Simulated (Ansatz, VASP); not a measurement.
**Two plane-wave programs on Si**

```
Si
1.0
     3.27845    0.00000    0.00000
     0.00000    3.27845    0.00000
     0.00000    0.00000    4.24337
Si
2
Direct
  0.00000 0.50000 0.07687
  0.50000 0.00000 0.92313
```

Alike in both runs: task relaxation of cell and atoms; functional PBE; k mesh 6 × 6 × 4; occupations gaussian, width 0.1 eV; no spin polarisation.

|  | VASP | Ansatz |
| --- | --- | --- |
| version | VASP 6.6.1 | Ansatz 0.2.0 |
| potentials or method | VASP PAW PBE potentials, release 64 (Si), cutoff 600 eV | scalar-relativistic, plane waves, PAW |
| valence electrons in the cell | 8 | 8 |

Ansatz gave:

* gap on the k mesh at the Fermi level, each at its own relaxed structure (eV): none
* relaxed volume (Å³/atom): 16.28
* relaxed cell length with the largest relative difference (Å): 2.647

Question: What did VASP give for the same quantities?

Answer: gap on the k mesh at the Fermi level, each at its own relaxed structure (eV): none; relaxed volume (Å³/atom): 16.84; relaxed cell length with the largest relative difference (Å): 2.383.

A gap of «none» marks a metal or a gap that the smearing closes. One of these differences is far larger than is usual between the two programs; its cause wasn't traced.

The k mesh is coarse, so the values compare programs but aren't converged. Noted on VASP's run: the volume moved by over 15 % at a fixed basis, so the end points are rough.
